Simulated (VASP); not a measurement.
# Ti3Al (Fm-3m) in VASP: further runs

Ti3Al is run at these levels: PBEsol; tasks: single point.

Program: VASP 6.6.1. These are calculated values, not measurements. Logs are shortened: lines on timing, memory, paths and dates and some standing lists are left out, and cuts for length are marked.

### 1 The cell of the first run

It takes space group Fm-3m (No. 225, cubic). The conventional cell has a = 6.246 Å, b = 6.246 Å, c = 6.246 Å, α = 90.00°, β = 90.00°, γ = 90.00°. Ti (site symmetry -43m) has 10 Ti at 2.70 to 3.12 Å and 4 Al at 2.70 Å within 3.6 Å. Within 3.6 Å of Ti (site symmetry m-3m) lie 8 Ti at 2.70 Å and 6 Al at 3.12 Å. Within 3.6 Å of Al (site symmetry m-3m) lie 14 Ti at 2.70 to 3.12 Å.

### 2 Single point, PBEsol, collinear spin, ferromagnetic start

File INCAR:

```
SYSTEM = Ti3Al
  PREC = Accurate
  ENCUT = 520
  EDIFF = 1E-6
  ISMEAR = 0
  SIGMA = 0.15
  LREAL = .FALSE.
  LASPH = .TRUE.
  NELM = 150
  ALGO = Normal
  ISIF = 2
  LWAVE = .FALSE.
  LCHARG = .FALSE.
  ISPIN = 2
  MAGMOM = 0.5 0.5 0.5 0
  LORBIT = 11
  NUPDOWN = 1.5
  LMAXMIX = 4
  GGA = PS
  NBANDS = 32
```

File KPOINTS:

```
Automatic mesh
0
G
  12 12 12
  0 0 0
```

File POSCAR:

```
Ti3Al
1.0
    0.0000000000      3.1231701287      3.1231701287
    3.1231701287      0.0000000000      3.1231701287
    3.1231701287      3.1231701287      0.0000000000
Ti Al
3 1
Direct
    0.7500000000      0.7500000000      0.7500000000
    0.2500000000      0.2500000000      0.2500000000
    0.0000000000      0.0000000000      0.0000000000
    0.5000000000      0.5000000000      0.5000000000
```

Potentials or basis: VASP PAW PBE potentials, release 64 (Ti_sv, Al).

Run with:

```
$ cat potpaw_PBE.64/Ti_sv/POTCAR potpaw_PBE.64/Al/POTCAR > POTCAR
$ mpirun -np 1 vasp_std > vasp.out
```

OUTCAR:

```text
SYSTEM = Ti3Al
   PREC = Accurate
   ENCUT = 520
   EDIFF = 1E-6
   ISMEAR = 0
   LREAL = .FALSE.
   LASPH = .TRUE.
   NELM = 150
   ISIF = 2
   ISPIN = 2
   LORBIT = 11
   NUPDOWN = 1.5
   GGA = PS

 ion  position               nearest neighbor table
   1  0.750  0.750  0.750-   4 2.70   4 2.70   4 2.70   3 2.70   4 2.70   3 2.70   3 2.70   3 2.70

   2  0.250  0.250  0.250-   3 2.70   3 2.70   3 2.70   3 2.70   4 2.70   4 2.70   4 2.70   4 2.70

   3  0.000  0.000  0.000-   1 2.70   1 2.70   1 2.70   1 2.70   2 2.70   2 2.70   2 2.70   2 2.70
                             4 3.12   4 3.12   4 3.12   4 3.12   4 3.12   4 3.12
   4  0.500  0.500  0.500-   2 2.70   2 2.70   2 2.70   1 2.70   2 2.70   1 2.70   1 2.70   1 2.70
                             3 3.12   3 3.12   3 3.12   3 3.12   3 3.12   3 3.12

  LATTYP: Found a face centered cubic cell.
 ALAT       =     6.2463402574

  Lattice vectors:

 A1 = (   0.0000000000,   3.1231701287,   3.1231701287)
 A2 = (   3.1231701287,   0.0000000000,   3.1231701287)
 A3 = (   3.1231701287,   3.1231701287,   0.0000000000)

Analysis of symmetry for initial positions (statically):
=====================================================================
 Subroutine PRICEL returns:
 Original cell was already a primitive cell.

 Routine SETGRP: Setting up the symmetry group for a
 face centered cubic supercell.

 Subroutine GETGRP returns: Found 48 space group operations
 (whereof 48 operations were pure point group operations)
 out of a pool of 48 trial point group operations.

The static configuration has the point symmetry O_h .

Analysis of symmetry for dynamics (positions and initial velocities):
=====================================================================
 Subroutine PRICEL returns:
 Original cell was already a primitive cell.

 Routine SETGRP: Setting up the symmetry group for a
 face centered cubic supercell.

 Subroutine GETGRP returns: Found 48 space group operations
 (whereof 48 operations were pure point group operations)
 out of a pool of 48 trial point group operations.

The dynamic configuration has the point symmetry O_h .

Analysis of structural, dynamic, and magnetic symmetry:
=====================================================================
 Subroutine PRICEL returns:
 Original cell was already a primitive cell.

 Routine SETGRP: Setting up the symmetry group for a
 face centered cubic supercell.

 Subroutine GETGRP returns: Found 48 space group operations
 (whereof 48 operations were pure point group operations)
 out of a pool of 48 trial point group operations.

The overall configuration has the point symmetry O_h .

[... 133 lines left out ...]
 spin polarized calculation
 Gauss-broadening in eV      SIGMA  =   0.15
  energy-cutoff  :      520.00
  volume of cell :       60.93
 maximum number of plane-waves:      1676
 NGX is ok and might be reduce to    36
   NGX = 17   NGY = 17   NGZ = 17

 number of electron      38.9999989 magnetization       1.4999999

 Free energy of the ion-electron system (eV)
  ---------------------------------------------------
  ext. energy  EPLUGINS =         0.00000000
  ---------------------------------------------------
  free energy    TOTEN  =       -29.65953645 eV

  energy without entropy =      -29.60262120  energy(sigma->0) =      -29.63107883

 E-fermi :   9.0328     XC(G=0): -11.8432

 val. band max:        9.0502191639   @ k =  -0.4167   0.0833   0.0000
 cond. band min:       9.0436264377   @ k =  -0.4167   0.2500   0.0833
 fundamental gap:     -0.0065927261
 Fermi energy:         9.0510493712

 spin component 1

 k-point     1 :       0.0000    0.0000    0.0000
  band No.  band energies     occupation
      1     -47.2507      1.00000
      2     -47.0871      1.00000
      3     -46.9745      1.00000
      4     -23.7147      1.00000
      5     -23.7147      1.00000
      6     -23.7147      1.00000
[... 805 lines left out ...]
     30      13.9558      0.00000
     31      14.1970      0.00000

 [... further k-points ...]

 spin component 2

 k-point     1 :       0.0000    0.0000    0.0000
  band No.  band energies     occupation
      1     -47.0199      1.00000
      2     -46.9362      1.00000
      3     -46.3725      1.00000
      4     -23.4384      1.00000
      5     -23.4384      1.00000
      6     -23.4384      1.00000
[... 805 lines left out ...]
     30      14.2160      0.00000
     31      14.4262      0.00000

 [... further k-points ...]

 [bands above 31 left out]

------------------------ aborting loop because EDIFF is reached ----------------------------------------

  FORCE on cell =-STRESS in cart. coord.  units (eV):
  Direction    XX          YY          ZZ          XY          YZ          ZX
  --------------------------------------------------------------------------------------
  -------------------------------------------------------------------------------------
  Total        3.2185911      3.2185911      3.2185911      0.0000000     -0.0000000      0.0000000
  in kB       84.6368456     84.6368456     84.6368456      0.0000000     -0.0000000      0.0000000
  external PRESSURE =      84.6368456 kB  Pullay stress =       0.0000000 kB

 VOLUME and BASIS-vectors are now :
 -----------------------------------------------------------------------------
  energy-cutoff  :      520.00
  volume of cell :       60.93
      direct lattice vectors                 reciprocal lattice vectors
     0.000000000  3.123170129  3.123170129    -0.160093744  0.160093744  0.160093744
     3.123170129  0.000000000  3.123170129     0.160093744 -0.160093744  0.160093744
     3.123170129  3.123170129  0.000000000     0.160093744  0.160093744 -0.160093744

 POSITION                                       TOTAL-FORCE (eV/Angst)
 -----------------------------------------------------------------------------------
      4.68476      4.68476      4.68476        -0.000000     -0.000000     -0.000000
      1.56159      1.56159      1.56159         0.000000      0.000000      0.000000
      0.00000      0.00000      0.00000        -0.000000      0.000000      0.000000
      3.12317      3.12317      3.12317        -0.000000      0.000000      0.000000
 -----------------------------------------------------------------------------------
    total drift:                                0.000000      0.000000      0.000000

  FREE ENERGIE OF THE ION-ELECTRON SYSTEM (eV)
  ---------------------------------------------------
  free  energy   TOTEN  =       -29.6595364536 eV

  energy  without entropy=      -29.6026211967  energy(sigma->0) =      -29.63107883

 total charge

# of ion       s       p       d       tot
------------------------------------------
    1        2.233   6.152   1.987  10.372
    2        2.233   6.152   1.987  10.372
    3        2.275   6.112   2.058  10.445
    4        0.418   0.456   0.000   0.873
--------------------------------------------------
tot          7.158  18.872   6.031  32.061

 magnetization (x)

# of ion       s       p       d       tot
------------------------------------------
    1        0.002   0.031   0.152   0.185
    2        0.002   0.031   0.152   0.185
    3        0.010   0.024   0.754   0.788
    4       -0.005  -0.007   0.000  -0.012
--------------------------------------------------
tot          0.009   0.079   1.058   1.146
```

Run time: 9.3 min. Hardware: 1 thread of Oxide Virtual Turin-like, shared host; peak memory 0.34 GiB.

What came out:

- Free energy: -29.6595 eV
- Pressure: 8.5 GPa
- Net moment: 1.50 μB per cell
- Site moments: Ti +0.18, +0.79; Al -0.01 μB
- Valence electrons inside the program's atomic spheres: Ti 10.37, 10.45; Al 0.87

Caveat: the PAW data sets were made with another functional, which shifts forces and pressure a little; the total moment is fixed, so each spin has its own Fermi level.

### 3 Single point, PBEsol, collinear spin, ferromagnetic start

This run uses another cell than the first one, of 14.22 Å³/atom, 0.933 times its volume.

File INCAR:

```
PREC = Accurate
ENCUT = 520
EDIFF = 1E-6
ISMEAR = 0
SIGMA = 0.15
LREAL = F
LASPH = T
NELM = 150
ALGO = Normal
ISIF = 2
LWAVE = F
LCHARG = F
ISPIN = 2
MAGMOM = 0.3 0.3 0.3 0
LORBIT = 11
NUPDOWN = 0.9
LMAXMIX = 4
GGA = PS
NBANDS = 32
```

File KPOINTS:

```
Automatic mesh
0
Gamma
  12 12 12
```

File POSCAR:

```
Ti3Al
1.0
    0.0000000000      3.0521976457      3.0521976457
    3.0521976457      0.0000000000      3.0521976457
    3.0521976457      3.0521976457      0.0000000000
Ti Al
3 1
Direct
    0.7500000000      0.7500000000      0.7500000000
    0.2500000000      0.2500000000      0.2500000000
    0.0000000000      0.0000000000      0.0000000000
    0.5000000000      0.5000000000      0.5000000000
```

Potentials or basis: VASP PAW PBE potentials, release 64 (Ti_sv, Al).

Run with:

```
$ cat potpaw_PBE.64/Ti_sv/POTCAR potpaw_PBE.64/Al/POTCAR > POTCAR
$ mpirun -np 1 vasp_std > vasp.out
```

OUTCAR:

```text
PREC = Accurate
   ENCUT = 520
   EDIFF = 1E-6
   ISMEAR = 0
   LREAL = F
   LASPH = T
   NELM = 150
   ISIF = 2
   ISPIN = 2
   LORBIT = 11
   NUPDOWN = 0.9
   GGA = PS

 ion  position               nearest neighbor table
   1  0.750  0.750  0.750-   3 2.64   4 2.64   4 2.64   4 2.64   4 2.64   3 2.64   3 2.64   3 2.64

   2  0.250  0.250  0.250-   3 2.64   4 2.64   3 2.64   3 2.64   3 2.64   4 2.64   4 2.64   4 2.64

   3  0.000  0.000  0.000-   1 2.64   2 2.64   1 2.64   1 2.64   1 2.64   2 2.64   2 2.64   2 2.64
                             4 3.05   4 3.05   4 3.05   4 3.05   4 3.05   4 3.05
   4  0.500  0.500  0.500-   1 2.64   2 2.64   2 2.64   2 2.64   2 2.64   1 2.64   1 2.64   1 2.64
                             3 3.05   3 3.05   3 3.05   3 3.05   3 3.05   3 3.05

  LATTYP: Found a face centered cubic cell.
 ALAT       =     6.1043952914

  Lattice vectors:

 A1 = (   0.0000000000,   3.0521976457,   3.0521976457)
 A2 = (   3.0521976457,   0.0000000000,   3.0521976457)
 A3 = (   3.0521976457,   3.0521976457,   0.0000000000)

Analysis of symmetry for initial positions (statically):
=====================================================================
 Subroutine PRICEL returns:
 Original cell was already a primitive cell.

 Routine SETGRP: Setting up the symmetry group for a
 face centered cubic supercell.

 Subroutine GETGRP returns: Found 48 space group operations
 (whereof 48 operations were pure point group operations)
 out of a pool of 48 trial point group operations.

The static configuration has the point symmetry O_h .

Analysis of symmetry for dynamics (positions and initial velocities):
=====================================================================
 Subroutine PRICEL returns:
 Original cell was already a primitive cell.

 Routine SETGRP: Setting up the symmetry group for a
 face centered cubic supercell.

 Subroutine GETGRP returns: Found 48 space group operations
 (whereof 48 operations were pure point group operations)
 out of a pool of 48 trial point group operations.

The dynamic configuration has the point symmetry O_h .

Analysis of structural, dynamic, and magnetic symmetry:
=====================================================================
 Subroutine PRICEL returns:
 Original cell was already a primitive cell.

 Routine SETGRP: Setting up the symmetry group for a
 face centered cubic supercell.

 Subroutine GETGRP returns: Found 48 space group operations
 (whereof 48 operations were pure point group operations)
 out of a pool of 48 trial point group operations.

The overall configuration has the point symmetry O_h .

 Subroutine INISYM returns: Found 48 space group operations
 (whereof 48 operations are pure point group operations),
 and found     1 'primitive' translations

----------------------------------------------------------------------------------------

                                     Primitive cell

  volume of cell :      56.8680

  direct lattice vectors                    reciprocal lattice vectors
     0.000000000  3.052197646  3.052197646    -0.163816390  0.163816390  0.163816390
     3.052197646  0.000000000  3.052197646     0.163816390 -0.163816390  0.163816390
     3.052197646  3.052197646  0.000000000     0.163816390  0.163816390 -0.163816390

  length of vectors
[... 85 lines left out ...]
   NELM   =    150;   NELMIN=  2; NELMDL= -5     # of ELM steps
   EDIFF  = 0.1E-05   stopping-criterion for ELM
   LREAL  =      F    real-space projection
   EDIFFG = 0.1E-04   stopping-criterion for IOM
   NSW    =      0    number of steps for IOM
   IBRION =     -1    ionic relax: 0-MD 1-quasi-New 2-CG
   NFREE  =      0    steps in history (QN), initial steepest desc. (CG)
   ISIF   =      2    stress and relaxation
   ISYM   =      2    0-nonsym 1-usesym 2-fastsym
   POTIM  = 0.5000    time-step for ionic-motion
   TEBEG  =    0.0;   TEEND  =   0.0 temperature during run
   PSTRESS=    0.0 pullay stress
   NELECT =      39.0000    total number of electrons
   NUPDOWN=       0.9000    fix difference up-down
   EMIN   =  10.00;   EMAX   =-10.00  energy-range for DOS
   EFERMI =   0.00;   METHOD = LEGACY
   ISMEAR =     0;   SIGMA  =   0.15  broadening in eV -4-tet -1-fermi 0-gaus
   EFERMI_NEDOS =   21; number of points for ismear=-14 and -15
   IALGO  =     38    algorithm
   IMIX   =      4    mixing-type and parameters
     AMIX     =   0.40;   BMIX     =  1.00
     AMIX_MAG =   1.60;   BMIX_MAG =  1.00
  volume/ion in A,a.u.               =      14.22        95.94
  Fermi-wavevector in a.u.,A,eV,Ry     =   1.443689  2.728177 28.357787  2.084239
  Thomas-Fermi vector in A             =   2.562069
   LORBIT       =     11    0 simple, 1 ext, 2 COOP (PROOUT), +10 PAW based schemes
   GGA     = PS    functional components
   LHFCALC =     F    Hartree Fock is set to
   AEXX    =    0.0000 exact exchange contribution
   IVDW    =     0    specifies the selected vdW correction
   LEPSILON=     F    determine dielectric tensor
   LRPA    =     F    only Hartree local field effects (RPA)
 spin polarized calculation
 Gauss-broadening in eV      SIGMA  =   0.15
  energy-cutoff  :      520.00
  volume of cell :       56.87
 maximum number of plane-waves:      1550
   NGX = 17   NGY = 17   NGZ = 17

 number of electron      38.9999985 magnetization       0.8999999

 Free energy of the ion-electron system (eV)
  ---------------------------------------------------
  ext. energy  EPLUGINS =         0.00000000
  ---------------------------------------------------
  free energy    TOTEN  =       -29.31087558 eV

  energy without entropy =      -29.25086381  energy(sigma->0) =      -29.28086970

 E-fermi :   9.8365     XC(G=0): -12.1773

 val. band max:        9.8295045319   @ k =  -0.2500   0.2500   0.0000
 cond. band min:       9.8242099495   @ k =   0.3333   0.3333   0.0000
 fundamental gap:     -0.0052945824
 Fermi energy:         9.8205096655

 spin component 1

 k-point     1 :       0.0000    0.0000    0.0000
  band No.  band energies     occupation
      1     -46.2905      1.00000
      2     -46.0756      1.00000
      3     -45.9343      1.00000
      4     -22.7725      1.00000
      5     -22.7725      1.00000
      6     -22.7725      1.00000
[... 805 lines left out ...]
     30      15.2288      0.00000
     31      15.4681      0.00000

 [... further k-points ...]

 spin component 2

 k-point     1 :       0.0000    0.0000    0.0000
  band No.  band energies     occupation
      1     -46.1312      1.00000
      2     -45.9970      1.00000
      3     -45.5719      1.00000
      4     -22.5558      1.00000
      5     -22.5558      1.00000
      6     -22.5558      1.00000
[... 805 lines left out ...]
     30      15.3786      0.00000
     31      15.6015      0.00000

 [... further k-points ...]

 [bands above 31 left out]

------------------------ aborting loop because EDIFF is reached ----------------------------------------

  FORCE on cell =-STRESS in cart. coord.  units (eV):
  Direction    XX          YY          ZZ          XY          YZ          ZX
  --------------------------------------------------------------------------------------
  -------------------------------------------------------------------------------------
  Total        6.8654583      6.8654583      6.8654583     -0.0000000     -0.0000000      0.0000000
  in kB      193.4248011    193.4248011    193.4248011     -0.0000000     -0.0000000      0.0000000
  external PRESSURE =     193.4248011 kB  Pullay stress =       0.0000000 kB

 VOLUME and BASIS-vectors are now :
 -----------------------------------------------------------------------------
  energy-cutoff  :      520.00
  volume of cell :       56.87
      direct lattice vectors                 reciprocal lattice vectors
     0.000000000  3.052197646  3.052197646    -0.163816390  0.163816390  0.163816390
     3.052197646  0.000000000  3.052197646     0.163816390 -0.163816390  0.163816390
     3.052197646  3.052197646  0.000000000     0.163816390  0.163816390 -0.163816390

 POSITION                                       TOTAL-FORCE (eV/Angst)
 -----------------------------------------------------------------------------------
      4.57830      4.57830      4.57830        -0.000000     -0.000000      0.000000
      1.52610      1.52610      1.52610         0.000000      0.000000      0.000000
      0.00000      0.00000      0.00000         0.000000     -0.000000     -0.000000
      3.05220      3.05220      3.05220         0.000000     -0.000000     -0.000000
 -----------------------------------------------------------------------------------
    total drift:                               -0.000000     -0.000000      0.000000

  FREE ENERGIE OF THE ION-ELECTRON SYSTEM (eV)
  ---------------------------------------------------
  free  energy   TOTEN  =       -29.3108755823 eV

  energy  without entropy=      -29.2508638087  energy(sigma->0) =      -29.28086970

 total charge

# of ion       s       p       d       tot
------------------------------------------
    1        2.248   6.168   2.058  10.475
    2        2.248   6.168   2.058  10.475
    3        2.294   6.121   2.127  10.542
    4        0.428   0.487   0.000   0.915
--------------------------------------------------
tot          7.219  18.944   6.244  32.406

 magnetization (x)

# of ion       s       p       d       tot
------------------------------------------
    1        0.001   0.021   0.078   0.100
    2        0.001   0.021   0.078   0.100
    3        0.006   0.014   0.496   0.516
    4       -0.003  -0.004   0.000  -0.007
--------------------------------------------------
tot          0.006   0.052   0.651   0.709
```

stdout:

```text
POSCAR found type information on POSCAR TiAl
 POSCAR found :  2 types and       4 ions
 scaLAPACK will be used
 -----------------------------------------------------------------------------
|                                                                             |
|                                                                             |
|     You enforced a specific xc type in the INCAR file but a different       |
|     I HOPE YOU KNOW WHAT YOU ARE DOING!                                     |
|                                                                             |
 -----------------------------------------------------------------------------

 LDA part: xc-table for (Slater+PW92), standard interpolation
 POSCAR, INCAR and KPOINTS ok, starting setup
 FFT: planning ... GRIDC
 FFT: planning ... GRID_SOFT
 FFT: planning ... GRID
 WAVECAR not read
 entering main loop
```

It took 6.2 min on 1 thread of Oxide Virtual Turin-like, shared host; peak memory 0.29 GiB.

What came out:

| Quantity | Value |
| --- | --- |
| Free energy | -29.3109 eV |
| Pressure | 19.3 GPa |
| Net moment | 0.90 μB per cell |
| Site moments | Ti +0.10, +0.52; Al -0.01 μB |
| Valence electrons inside the program's atomic spheres | Ti 10.47, 10.54; Al 0.92 |

Caveat: the PAW data sets were made with another functional, which shifts forces and pressure a little; the total moment is fixed, so each spin has its own Fermi level.

(Part 1 of 2 ends here.)
